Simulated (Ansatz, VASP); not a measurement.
## One calculation of Sn, two programs

```xyz
2
Lattice="0.0000 3.2943 3.1969 3.2943 0.0000 3.1969 3.2943 3.2943 0.0000" Properties=species:S:1:pos:R:3 pbc="T T T"
Sn    3.2943    3.2943    3.1969
Sn    4.9414    4.9414    4.7954
```

Change from the starting cell: strain +0.015 along x and y, -0.015 along z, atoms carried along.

Alike in both runs: task single point; functional PBEsol; k mesh 12 × 12 × 12; occupations gaussian, width 0.15 eV; no spin polarisation.

|  | VASP | Ansatz |
| --- | --- | --- |
| version | VASP 6.6.1 | Ansatz 0.2.0 |
| potentials or method | VASP PAW PBE potentials, release 64 (Sn_d), cutoff 520 eV | scalar-relativistic, plane waves, PAW |
| valence electrons in the cell | 28 | 28 |

```tsv
	VASP	Ansatz	Ansatz less VASP
gap on the k mesh at the Fermi level (eV)	none	none	-
pressure (GPa)	0.3	0.3	+0.07
traceless stress, the component that is largest in VASP (GPa)	0.57	0.57	-0.001
```

VASP's potentials were made for PBE, not for PBEsol. A gap of «none» marks a metal or a gap that the smearing closes. The functional is the same, so the differences come from potentials, cutoffs and numerics.
